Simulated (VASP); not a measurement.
# Sr8Ti8O23 (a cell with a defect): single point with PBE

System: Sr8Ti8O23 (a cell with a defect).

```
Sr Ti O
1.0
     0.00000   -7.87285    0.00000
     7.87285    0.00000    0.00000
     0.00000    0.00000    7.87285
Sr Ti O
8 8 23
Direct
  0.00000 0.99101 0.99101
  0.00000 0.99101 0.50899
  0.50000 0.99178 0.99178
  0.50000 0.99178 0.50822
  0.00000 0.50899 0.99101
  0.00000 0.50899 0.50899
  0.50000 0.50822 0.99178
  0.50000 0.50822 0.50822
  0.23261 0.25000 0.25000
  0.25401 0.25000 0.75000
  0.76739 0.25000 0.25000
  0.74599 0.25000 0.75000
  0.25401 0.75000 0.25000
  0.24983 0.75000 0.75000
  0.74599 0.75000 0.25000
  0.75017 0.75000 0.75000
  0.26818 0.25000 0.00723
  0.50000 0.25000 0.75000
  0.00000 0.25000 0.25000
  0.00000 0.25000 0.75000
  0.50000 0.75000 0.25000
  0.50000 0.75000 0.75000
  0.00000 0.75000 0.25000
  0.00000 0.75000 0.75000
  0.26818 0.25000 0.49277
  0.73182 0.25000 0.49277
  0.73182 0.25000 0.00723
  0.24843 0.75000 0.49945
  0.24843 0.75000 0.00055
  0.75157 0.75000 0.49945
  0.75157 0.75000 0.00055
  0.26818 0.49277 0.25000
  0.24843 0.49945 0.75000
  0.73182 0.49277 0.25000
  0.75157 0.49945 0.75000
  0.26818 0.00723 0.25000
  0.24843 0.00055 0.75000
  0.73182 0.00723 0.25000
  0.75157 0.00055 0.75000
```

```yaml
Program: VASP 6.6.1
Task: single point
Functional: PBE
Potentials_or_basis: VASP PAW PBE potentials, release 64 (Sr_sv, Ti_sv, O)
Cutoff: 520 eV
k_mesh: 2 × 2 × 2, shifted
Occupations: gaussian, width 0.02 eV
Spin: no spin polarisation
```

| Quantity | Value |
| --- | --- |
| Largest force | 0.045 eV/Å |

Forces on the atoms (eV/Å):
```
Sr   0.019  0.000  0.019
Sr   0.019  0.000 -0.019
Sr   0.010  0.000  0.010
Sr   0.010  0.000 -0.010
Sr  -0.019  0.000  0.019
Sr  -0.019  0.000 -0.019
Sr  -0.010  0.000  0.010
Sr  -0.010  0.000 -0.010
Ti   0.000 -0.035  0.000
Ti   0.000  0.045  0.000
Ti   0.000  0.035  0.000
Ti   0.000 -0.045  0.000
Ti   0.000  0.045  0.000
Ti   0.000  0.019  0.000
Ti   0.000 -0.045  0.000
Ti   0.000 -0.019  0.000
O    0.000 -0.003 -0.030
O    0.000  0.000  0.000
O    0.000  0.000  0.000
O    0.000  0.000  0.000
O    0.000  0.000  0.000
O    0.000  0.000  0.000
O    0.000  0.000  0.000
O    0.000  0.000  0.000
O    0.000 -0.003  0.030
O    0.000  0.003  0.030
O    0.000  0.003 -0.030
O    0.000  0.010  0.008
O    0.000  0.010 -0.008
O    0.000 -0.010  0.008
O    0.000 -0.010 -0.008
O    0.030 -0.003  0.000
O    0.008  0.010  0.000
O    0.030  0.003  0.000
O    0.008 -0.010  0.000
O   -0.030 -0.003  0.000
O   -0.008  0.010  0.000
O   -0.030  0.003  0.000
O   -0.008 -0.010  0.000
```

Levels at points of the mesh, in eV from the Fermi level:
| k point | band 153 | band 154 | band 155 | band 156 | band 157 | band 158 | band 159 | band 160 |
| --- | --- | --- | --- | --- | --- | --- | --- | --- |
| (0.25, 0.25, 0.25) | -0.28 | -0.26 | -0.15 | -0.11 | 2.36 | 2.42 | 2.46 | 2.51 |

It took 8.2 min on 1 thread of Intel(R) Xeon(R) Platinum 8259CL CPU @ 2.50GHz (Skylake/Cascade Lake), on a shared host, peak memory 0.51 GiB.

Caveat: the cell carries a net charge on a neutralising background, which shifts energy and pressure; the cell is charged against a uniform background, so pressure and absolute levels hang on convention.
